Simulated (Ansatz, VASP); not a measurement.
## Two plane-wave programs on AgAs

```
Ag As
1.0
     4.55001    0.00000    0.00000
    -2.27501    3.94043    0.00000
     0.00000    0.00000    5.35552
Ag As
2 2
Direct
  0.33333 0.66667 0.94105
  0.66667 0.33333 0.44105
  0.33333 0.66667 0.44105
  0.66667 0.33333 0.94105
```

Alike in both runs: functional PBE; k mesh 6 × 6 × 4; occupations gaussian, width 0.1 eV; no spin polarisation.

Ansatz relaxed the structure, and its values are those at the end. VASP's run is a single point on that final structure, the one shown.

|  | VASP | Ansatz |
| --- | --- | --- |
| version | VASP 6.6.1 | Ansatz 0.2.0 |
| potentials or method | VASP PAW PBE potentials, release 64 (Ag, As), cutoff 520 eV | scalar-relativistic, plane waves, PAW |
| valence electrons in the cell | 32 | 68 |

|  | VASP | Ansatz | Ansatz less VASP |
| --- | --- | --- | --- |
| gap on the k mesh at the Fermi level (eV) | none | none | - |
| pressure (GPa) | 0.0 | 0.0 | 0.00 |

A gap of «none» marks a metal or a gap that the smearing closes. VASP's potentials hold 32 valence electrons a cell and Ansatz's 68, so a difference there can come from the potentials and not from the codes.
